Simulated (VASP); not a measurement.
Write the native input for VASP 6.6.1 that does the following.

```
Task                   : relaxation of cell and atoms
Functional             : PBE
Potentials or basis    : VASP PAW PBE potentials, release 64 (Se)
Cutoff                 : 600 eV
k mesh                 : 10 × 10 × 4
Occupations            : gaussian, width 0.02 eV
Spin                   : no spin polarisation
Dipole correction      : no
Further INCAR settings : ALGO = Normal; EDIFF = 1e-06; IBRION = 2; EDIFFG = -0.01; NSW = 100; ISIF = 3
```

The structure of Se lies in POSCAR:

```
Se
1.0
    2.9586723542     -2.9473463090      0.0000000000
    2.9586723542      2.9473463090      0.0000000000
   -2.3382131776      0.0000000000     10.0089117418
Se
6
Direct
    0.1192520721      0.4621543569      0.4025386479
    0.5378456431      0.8807479279      0.0974613521
    0.8807479279      0.5378456431      0.5974613521
    0.4621543569      0.1192520721      0.9025386479
    0.0000000000      0.5000000000      0.0000000000
    0.5000000000      0.0000000000      0.5000000000
```

These files were run (other wordings do the same):

INCAR

```
PREC     = Accurate       # precision mode
ENCUT    = 600            # plane-wave cutoff, eV
EDIFF    = 1E-6           # SCF threshold, eV
ISMEAR   = 0              # smearing method
SIGMA    = 0.02           # smearing width, eV
LREAL    = False          # projectors in reciprocal space
LASPH    = True           # aspherical terms in the spheres
NELM     = 100            # most SCF steps
ALGO     = Normal         # electronic algorithm
ISIF     = 3              # what is computed and relaxed
LWAVE    = False          # write WAVECAR
LCHARG   = False          # write CHGCAR
GGA      = PE             # functional
IBRION   = 2              # ionic algorithm
NSW      = 100            # ionic steps
EDIFFG   = -0.01          # ionic threshold
```

KPOINTS

```
regular mesh
0
Gamma
  10 10 4
```

Potentials or basis: VASP PAW PBE potentials, release 64 (Se).

Command:

```console
$ cat potpaw_PBE.64/Se/POTCAR > POTCAR
$ mpirun -np 1 vasp_std > vasp.out
```

It gave:

```json
{
 "Relaxed volume": "29.05 Å³/atom",
 "Relaxed cell": "a = 4.172 Å, b = 4.172 Å, c = 10.290 Å, α = 99.37°, β = 99.37°, γ = 89.69°",
 "Space group after relaxing (to 0.05 Å)": "C2/c (No. 15)",
 "Energy gained by relaxing": "0.1 meV/atom",
 "Ionic steps": "4",
 "Pressure after relaxing": "0.0 GPa",
 "Largest force after relaxing": "0.007 eV/Å",
 "Band gap on the k mesh": "0.51 eV, indirect (least direct gap 1.14 eV)"
}
```

Caveat: this functional lacks dispersion, which binds the layers, so the pressure and a relaxed spacing across them are unreliable.

Run time: 11 min on 1 thread of Intel(R) Xeon(R) Platinum 8488C (Sapphire Rapids), on a shared host, peak memory 0.61 GiB.
